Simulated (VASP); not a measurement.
# CaBr (P-6m2) in VASP: notebook

The runs below take CaBr through single point, with PBE.

All numbers are computed with VASP 6.6.1; they aren't measurements. Logs are shortened: lines on timing, memory, paths and dates and some standing lists are left out, and cuts for length are marked.

### Step 1. The cell of the first run

The structure is hexagonal, space group P-6m2 (No. 187). The conventional cell has a = 4.135 Å, b = 4.135 Å, c = 3.895 Å, α = 90.00°, β = 90.00°, γ = 120.00°. Within 4.1 Å of Ca (site symmetry -6m2) lie 6 Br at 3.08 Å and 2 Ca at 3.90 Å. Within 4.1 Å of Br (site symmetry -6m2) lie 6 Ca at 3.08 Å and 2 Br at 3.90 Å.

### Step 2. Single point, PBE

INCAR

```
PREC = Accurate
ENCUT = 520
EDIFF = 1E-6
ISMEAR = 0
SIGMA = 0.15
LREAL = False
LASPH = True
NELM = 60
ALGO = Normal
ISIF = 2
LWAVE = False
LCHARG = False
GGA = PE
NBANDS = 16
```

KPOINTS

```
regular mesh
0
Gamma
  15 15 12
```

POSCAR

```
CaBr
1.0
    4.1350720187      0.0000000000      0.0000000000
   -2.0675360093      3.5810774147      0.0000000000
    0.0000000000      0.0000000000      3.8952840971
Ca Br
1 1
Direct
    0.0000000000      0.0000000000      0.0000000000
    0.3333333333      0.6666666667      0.5000000000
```

Potentials or basis: VASP PAW PBE potentials, release 64 (Ca_sv, Br).

Run with:

```sh
cat potpaw_PBE.64/Ca_sv/POTCAR potpaw_PBE.64/Br/POTCAR > POTCAR
mpirun -np 1 vasp_std > vasp.out
```

OUTCAR:

```text
PREC = Accurate
   ENCUT = 520
   EDIFF = 1E-6
   ISMEAR = 0
   LREAL = False
   LASPH = True
   NELM = 60
   ISIF = 2
   GGA = PE

 ion  position               nearest neighbor table
   1  0.000  0.000  0.000-
   2  0.333  0.667  0.500-

  LATTYP: Found a hexagonal cell.
 ALAT       =     4.1350720187
 C/A-ratio  =     0.9420111861

  Lattice vectors:

 A1 = (   4.1350720187,   0.0000000000,   0.0000000000)
 A2 = (  -2.0675360093,   3.5810774147,   0.0000000000)
 A3 = (   0.0000000000,   0.0000000000,   3.8952840971)

Analysis of symmetry for initial positions (statically):
=====================================================================
 Subroutine PRICEL returns:
 Original cell was already a primitive cell.

 Routine SETGRP: Setting up the symmetry group for a
 hexagonal supercell.

 Subroutine GETGRP returns: Found 12 space group operations
 (whereof 12 operations were pure point group operations)
 out of a pool of 24 trial point group operations.

The static configuration has the point symmetry D_3h.

Analysis of symmetry for dynamics (positions and initial velocities):
=====================================================================
 Subroutine PRICEL returns:
 Original cell was already a primitive cell.

 Routine SETGRP: Setting up the symmetry group for a
 hexagonal supercell.

 Subroutine GETGRP returns: Found 12 space group operations
 (whereof 12 operations were pure point group operations)
 out of a pool of 24 trial point group operations.

The dynamic configuration has the point symmetry D_3h.

 Subroutine INISYM returns: Found 12 space group operations
 (whereof 12 operations are pure point group operations),
 and found     1 'primitive' translations

----------------------------------------------------------------------------------------

                                     Primitive cell

  volume of cell :      57.6814

  direct lattice vectors                    reciprocal lattice vectors
     4.135072019  0.000000000  0.000000000     0.241833757  0.139622784  0.000000000
    -2.067536009  3.581077415  0.000000000     0.000000000  0.279245569  0.000000000
     0.000000000  0.000000000  3.895284097     0.000000000  0.000000000  0.256720685

  length of vectors
     4.135072019  4.135072019  3.895284097     0.279245569  0.279245569  0.256720685

  position of ions in fractional coordinates (direct lattice)
     0.000000000  0.000000000  0.000000000
     0.333333333  0.666666667  0.500000000

  ion indices of the primitive-cell ions
   primitive index   ion index
                 1           1
                 2           2

----------------------------------------------------------------------------------------

 KPOINTS: regular mesh

Automatic generation of k-mesh.
 Grid dimensions read from file:
 generate k-points for:   15   15   12

 Generating k-lattice:

  Cartesian coordinates                     Fractional coordinates (reciprocal lattice)
     0.016122250  0.009308186  0.000000000     0.066666667 -0.000000000  0.000000000
     0.000000000  0.018616371  0.000000000     0.000000000  0.066666667  0.000000000
     0.000000000  0.000000000  0.021393390     0.000000000  0.000000000  0.083333333

  Length of vectors
     0.018616371  0.018616371  0.021393390

  Shift w.r.t. Gamma in fractional coordinates (k-lattice)
     0.000000000  0.000000000  0.000000000

 Subroutine IBZKPT returns following result:
 ===========================================

 Found    189 irreducible k-points:

 Following reciprocal coordinates:
            Coordinates               Weight
  0.000000  0.000000  0.000000      1.000000
  0.066667 -0.000000  0.000000      6.000000
  0.133333  0.000000  0.000000      6.000000
  0.200000 -0.000000  0.000000      6.000000
  0.266667  0.000000  0.000000      6.000000
  0.333333 -0.000000  0.000000      6.000000
[... 16 lines left out ...]
  0.333333  0.200000  0.000000     12.000000
  0.400000  0.200000  0.000000      6.000000
 [... further k-points ...]
   k-points           NKPTS =    189   k-points in BZ     NKDIM =    189   number of bands    NBANDS=     16
   number of dos      NEDOS =    301   number of ions     NIONS =      2
   total plane-waves  NPLWV =  30720
   dimension x,y,z NGX =    32 NGY =   32 NGZ =   30
   dimension x,y,z NGXF=    64 NGYF=   64 NGZF=   60
   ions per type =               1   1
   NGX,Y,Z   is equivalent  to a cutoff of  12.87, 12.87, 12.80 a.u.
   NGXF,Y,Z  is equivalent  to a cutoff of  25.73, 25.73, 25.61 a.u.
 SYSTEM =  unknown system
   PREC   = accura    normal or accurate (medium, high low for compatibility)
   ISTART =      0    job   : 0-new  1-cont  2-samecut
   ICHARG =      2    charge: 1-file 2-atom 10-const
   ISPIN  =      1    spin polarized calculation?
   LNONCOLLINEAR =      F non collinear calculations
   LSORBIT =      F    spin-orbit coupling
   LASPH  =      T    aspherical Exc in radial PAW
   ENCUT  =  520.0 eV  38.22 Ry    6.18 a.u.   7.69  7.69  7.24*2*pi/ulx,y,z
   NELM   =     60;   NELMIN=  2; NELMDL= -5     # of ELM steps
   EDIFF  = 0.1E-05   stopping-criterion for ELM
   LREAL  =      F    real-space projection
   EDIFFG = 0.1E-04   stopping-criterion for IOM
   NSW    =      0    number of steps for IOM
   IBRION =     -1    ionic relax: 0-MD 1-quasi-New 2-CG
   NFREE  =      0    steps in history (QN), initial steepest desc. (CG)
   ISIF   =      2    stress and relaxation
   ISYM   =      2    0-nonsym 1-usesym 2-fastsym
   POTIM  = 0.5000    time-step for ionic-motion
   TEBEG  =    0.0;   TEEND  =   0.0 temperature during run
   PSTRESS=    0.0 pullay stress
   NELECT =      17.0000    total number of electrons
   NUPDOWN=      -1.0000    fix difference up-down
   EMIN   =  10.00;   EMAX   =-10.00  energy-range for DOS
   EFERMI =   0.00;   METHOD = LEGACY
   ISMEAR =     0;   SIGMA  =   0.15  broadening in eV -4-tet -1-fermi 0-gaus
   EFERMI_NEDOS =   21; number of points for ismear=-14 and -15
   IALGO  =     38    algorithm
   IMIX   =      4    mixing-type and parameters
     AMIX     =   0.40;   BMIX     =  1.00
     AMIX_MAG =   1.60;   BMIX_MAG =  1.00
  volume/ion in A,a.u.               =      28.84       194.63
  Fermi-wavevector in a.u.,A,eV,Ry     =   1.089463  2.058787 16.149159  1.186930
  Thomas-Fermi vector in A             =   2.225667
   LORBIT       =      0    0 simple, 1 ext, 2 COOP (PROOUT), +10 PAW based schemes
   GGA     = PE    functional components
   LHFCALC =     F    Hartree Fock is set to
   AEXX    =    0.0000 exact exchange contribution
   IVDW    =     0    specifies the selected vdW correction
   LEPSILON=     F    determine dielectric tensor
   LRPA    =     F    only Hartree local field effects (RPA)
 non-spin polarized calculation
 Gauss-broadening in eV      SIGMA  =   0.15
  energy-cutoff  :      520.00
  volume of cell :       57.68
 maximum number of plane-waves:      1587
 NGX is ok and might be reduce to    32
   NGX = 15   NGY = 15   NGZ = 15

 number of electron      17.0000003 magnetization

 Free energy of the ion-electron system (eV)
  ---------------------------------------------------
  ext. energy  EPLUGINS =         0.00000000
  ---------------------------------------------------
  free energy    TOTEN  =        -5.93534642 eV

  energy without entropy =       -5.89427907  energy(sigma->0) =       -5.91481274

 E-fermi :   4.8901     XC(G=0):  -8.7968

 val. band max:        4.8892974410   @ k =   0.2000   0.1333   0.4167
 cond. band min:       4.8925452536   @ k =   0.4667   0.0667   0.2500
 fundamental gap:      0.0032478126
 Fermi energy:         4.8901045427

 k-point     1 :       0.0000    0.0000    0.0000
  band No.  band energies     occupation
      1     -37.6205      2.00000
      2     -18.6634      2.00000
      3     -18.6109      2.00000
      4     -18.6109      2.00000
      5     -13.1022      2.00000
      6      -0.5390      2.00000
[... 8 lines left out ...]
     15      10.5206      0.00000
     16      10.5885      0.00000

 k-point     2 :       0.0667   -0.0000    0.0000
  band No.  band energies     occupation
      1     -37.6203      2.00000
      2     -18.6629      2.00000
      3     -18.6152      2.00000
      4     -18.6117      2.00000
      5     -13.0903      2.00000
      6      -0.6562      2.00000
[... 8 lines left out ...]
     15      10.2581      0.00000
     16      10.6775      0.00000

 k-point     3 :       0.1333    0.0000    0.0000
  band No.  band energies     occupation
      1     -37.6197      2.00000
      2     -18.6615      2.00000
      3     -18.6274      2.00000
      4     -18.6139      2.00000
      5     -13.0565      2.00000
      6      -0.9508      2.00000
[... 8 lines left out ...]
     15      10.0843      0.00000
     16      10.9376      0.00000

 k-point     4 :       0.2000   -0.0000    0.0000
  band No.  band energies     occupation
      1     -37.6188      2.00000
      2     -18.6595      2.00000
      3     -18.6453      2.00000
      4     -18.6172      2.00000
      5     -13.0063      2.00000
      6      -1.3179      2.00000
[... 8 lines left out ...]
     15      10.0151      0.00000
     16      11.3495      0.00000

 k-point     5 :       0.2667    0.0000    0.0000
  band No.  band energies     occupation
      1     -37.6177      2.00000
      2     -18.6655      2.00000
      3     -18.6571      2.00000
      4     -18.6209      2.00000
      5     -12.9483      2.00000
      6      -1.6770      2.00000
[... 8 lines left out ...]
     15      10.0109      0.00000
     16      11.3411      0.00000

 k-point     6 :       0.3333   -0.0000    0.0000
  band No.  band energies     occupation
      1     -37.6167      2.00000
      2     -18.6846      2.00000
      3     -18.6548      2.00000
      4     -18.6245      2.00000
      5     -12.8923      2.00000
      6      -1.9788      2.00000
[... 8 lines left out ...]
     15       9.9099      0.00000
     16      11.2525      0.00000

 k-point     7 :       0.4000   -0.0000    0.0000
  band No.  band energies     occupation
      1     -37.6159      2.00000
      2     -18.6994      2.00000
      3     -18.6530      2.00000
      4     -18.6273      2.00000
      5     -12.8481      2.00000
      6      -2.1940      2.00000
[... 8 lines left out ...]
     15       9.5566      0.00000
     16      11.4318      0.00000

 k-point     8 :       0.4667   -0.0000    0.0000
  band No.  band energies     occupation
      1     -37.6155      2.00000
      2     -18.7075      2.00000
      3     -18.6521      2.00000
      4     -18.6289      2.00000
      5     -12.8238      2.00000
      6      -2.3057      2.00000
[... 8 lines left out ...]
     15       9.2008      0.00000
     16      11.6691      0.00000

 k-point     9 :       0.0667    0.0667    0.0000
  band No.  band energies     occupation
      1     -37.6199      2.00000
      2     -18.6620      2.00000
      3     -18.6234      2.00000
      4     -18.6133      2.00000
      5     -13.0674      2.00000
      6      -0.8572      2.00000
[... 8 lines left out ...]
     15      10.1256      0.00000
     16      10.8356      0.00000
[... 172 lines left out ...]
 k-point    19 :       0.3333    0.1333    0.0000
  band No.  band energies     occupation
      1     -37.6157      2.00000
      2     -18.6967      2.00000
      3     -18.6525      2.00000
      4     -18.6356      2.00000
      5     -12.8348      2.00000
      6      -2.1277      2.00000
[... 8 lines left out ...]
     15       9.7347      0.00000
     16      11.3307      0.00000

 k-point    20 :       0.4000    0.1333    0.0000
  band No.  band energies     occupation
      1     -37.6153      2.00000
      2     -18.7032      2.00000
      3     -18.6516      2.00000
      4     -18.6378      2.00000
      5     -12.8127      2.00000
      6      -2.2155      2.00000
[... 8 lines left out ...]
     15       9.4050      0.00000
     16      11.4931      0.00000

 k-point    21 :       0.2000    0.2000    0.0000
  band No.  band energies     occupation
      1     -37.6165      2.00000
      2     -18.6813      2.00000
      3     -18.6543      2.00000
      4     -18.6334      2.00000
      5     -12.8790      2.00000
      6      -1.8971      2.00000
[... 8 lines left out ...]
     15      10.1197      0.00000
     16      11.1976      0.00000

 k-point    22 :       0.2667    0.2000    0.0000
  band No.  band energies     occupation
      1     -37.6158      2.00000
      2     -18.6910      2.00000
      3     -18.6526      2.00000
      4     -18.6404      2.00000
      5     -12.8376      2.00000
      6      -2.0213      2.00000
[... 8 lines left out ...]
     15      10.0151      0.00000
     16      11.1938      0.00000

 k-point    23 :       0.3333    0.2000    0.0000
  band No.  band energies     occupation
      1     -37.6153      2.00000
      2     -18.6971      2.00000
      3     -18.6515      2.00000
      4     -18.6454      2.00000
      5     -12.8094      2.00000
      6      -2.0941      2.00000
[... 8 lines left out ...]
     15       9.7444      0.00000
     16      11.2078      0.00000

 k-point    24 :       0.4000    0.2000    0.0000
  band No.  band energies     occupation
      1     -37.6151      2.00000
      2     -18.6992      2.00000
      3     -18.6511      2.00000
      4     -18.6473      2.00000
      5     -12.7994      2.00000
      6      -2.1177      2.00000
[... 8 lines left out ...]
     15       9.5383      0.00000
     16      11.2059      0.00000

 [... further k-points ...]
[... 5 lines left out ...]
  --------------------------------------------------------------------------------------
  -------------------------------------------------------------------------------------
  Total       -0.4191342     -0.4191342      1.1881774     -0.0000000     -0.0000000      0.0000000
  in kB      -11.6420052    -11.6420052     33.0031907     -0.0000000     -0.0000000      0.0000000
  external PRESSURE =       3.2397267 kB  Pullay stress =       0.0000000 kB

 VOLUME and BASIS-vectors are now :
 -----------------------------------------------------------------------------
  energy-cutoff  :      520.00
  volume of cell :       57.68
      direct lattice vectors                 reciprocal lattice vectors
     4.135072019  0.000000000  0.000000000     0.241833757  0.139622784  0.000000000
    -2.067536009  3.581077415  0.000000000     0.000000000  0.279245569  0.000000000
     0.000000000  0.000000000  3.895284097     0.000000000  0.000000000  0.256720685

 POSITION                                       TOTAL-FORCE (eV/Angst)
 -----------------------------------------------------------------------------------
      0.00000      0.00000      0.00000        -0.000000      0.000000      0.000000
     -0.00000      2.38738      1.94764         0.000000      0.000000      0.000000
 -----------------------------------------------------------------------------------
    total drift:                                0.000000     -0.000000     -0.000000

  FREE ENERGIE OF THE ION-ELECTRON SYSTEM (eV)
  ---------------------------------------------------
  free  energy   TOTEN  =        -5.9353464182 eV

  energy  without entropy=       -5.8942790691  energy(sigma->0) =       -5.91481274
```

Run time: 93 s. Hardware: 1 thread of AMD EPYC 7R13 (Zen 3), shared host; peak memory 0.28 GiB.

Results:

| Item | Value |
| --- | --- |
| Free energy | -5.9353 eV |
| Pressure | 0.3 GPa |

Levels at points of the mesh, in eV from the Fermi level:
| k point | band 6 | band 7 | band 8 | band 9 | band 10 | band 11 | band 12 | band 13 |
| --- | --- | --- | --- | --- | --- | --- | --- | --- |
| (0.00, 0.00, 0.00) | -5.43 | -5.43 | -5.32 | -1.50 | -0.26 | 2.26 | 2.26 | 2.66 |
| (0.00, 0.00, 0.50) | -7.48 | -5.25 | -5.25 | 1.28 | 1.28 | 1.51 | 1.72 | 1.86 |

Caveat: an odd number of electrons without spin polarisation forces a metal; a magnetic or distorted state may lie lower.

[end of part 1 of 2]
